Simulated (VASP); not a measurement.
Here is a VASP 6.6.1 calculation.

File INCAR:

```
PREC = Accurate
ENCUT = 520
EDIFF = 1E-6
ISMEAR = 1
SIGMA = 0.01
LREAL = False
LASPH = True
NELM = 60
ALGO = Normal
ISIF = 2
LWAVE = False
LCHARG = False
GGA = PE
NBANDS = 13
```

File KPOINTS:

```
regular mesh
0
Gamma
  11 11 11
```

The input POSCAR:

```
Pb
1.0
    0.0000000000      2.5175937382      2.5175937382
    2.5175937382      0.0000000000      2.5175937382
    2.5175937382      2.5175937382      0.0000000000
Pb
1
Direct
    0.0000000000      0.0000000000      0.0000000000
```

Potentials or basis: VASP PAW PBE potentials, release 64 (Pb_d).

Launch:

```sh
$ cat potpaw_PBE.64/Pb_d/POTCAR > POTCAR
$ mpirun -np 1 vasp_std > vasp.out
```

(1) What does it give for the pressure?

(2) Estimate the band gap on the k mesh.

Answers

(1) -0.2 GPa.

(2) zero (bands 7 and 8 overlap by 8.37 eV).

Caveat: spin-orbit coupling is left out, which moves the levels of the heavy elements.
